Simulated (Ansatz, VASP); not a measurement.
# One calculation of CaF, two programs

```
Ca F
1.0
     3.96123    0.00000    0.00000
     0.00000    3.96123    0.00000
     0.00000    0.00000    4.26395
Ca F
1 1
Direct
  0.00000 0.00000 0.50000
  0.00000 0.00000 0.00000
```

Alike in both runs: task relaxation of cell and atoms; functional PBE; k mesh 14 × 14 × 14; occupations gaussian, width 0.1 eV; no spin polarisation.

|  | VASP | Ansatz |
| --- | --- | --- |
| version | VASP 6.6.1 | Ansatz 0.2.0 |
| potentials or method | VASP PAW PBE potentials, release 64 (Ca_sv, F), cutoff 600 eV | scalar-relativistic, plane waves, PAW |
| valence electrons in the cell | 17 | 17 |

Ansatz gave:

| Property | Result |
| --- | --- |
| gap on the k mesh at the Fermi level, each at its own relaxed structure (eV) | none |
| relaxed volume (Å³/atom) | 34.61 |
| relaxed length of the cell vector where the two differ most in proportion (Å) | 4.029 |

Q: What did VASP give for the same quantities?

A: gap on the k mesh at the Fermi level, each at its own relaxed structure (eV): none; relaxed volume (Å³/atom): 34.37; relaxed length of the cell vector where the two differ most in proportion (Å): 4.009.

A gap of «none» marks a metal or a gap that the smearing closes.
